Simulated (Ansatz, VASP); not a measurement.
**Two plane-wave programs on Ta**

```xyz
2
Lattice="0.0000 2.9468 2.9468 2.9468 0.0000 2.9468 2.9468 2.9468 0.0000" Properties=species:S:1:pos:R:3 pbc="T T T"
Ta    0.7367    0.7367    0.7367
Ta    5.1568    5.1568    5.1568
```

Alike in both runs: task single point; functional r2SCAN; k mesh 10 × 10 × 10; occupations fermi-dirac, width 0.1 eV; no spin polarisation.

|  | VASP | Ansatz |
| --- | --- | --- |
| version | VASP 6.6.1 | Ansatz 0.2.0 |
| potentials or method | VASP PAW PBE potentials, release 64 (Ta_pv), cutoff 520 eV | plane waves (500 eV) with PAW, scalar-relativistic |
| valence electrons in the cell | 22 | 26 |

```csv
,VASP,Ansatz,Ansatz less VASP
pressure (GPa),7.1,6.5,-0.52
```

VASP's potentials were made for PBE, not for r2SCAN. With one functional, cell and mesh, what is left measures potentials, basis and numerics. VASP's potentials hold 22 valence electrons a cell and Ansatz's 26, so a difference there can come from the potentials and not from the codes.

Neither program's run includes spin-orbit coupling.
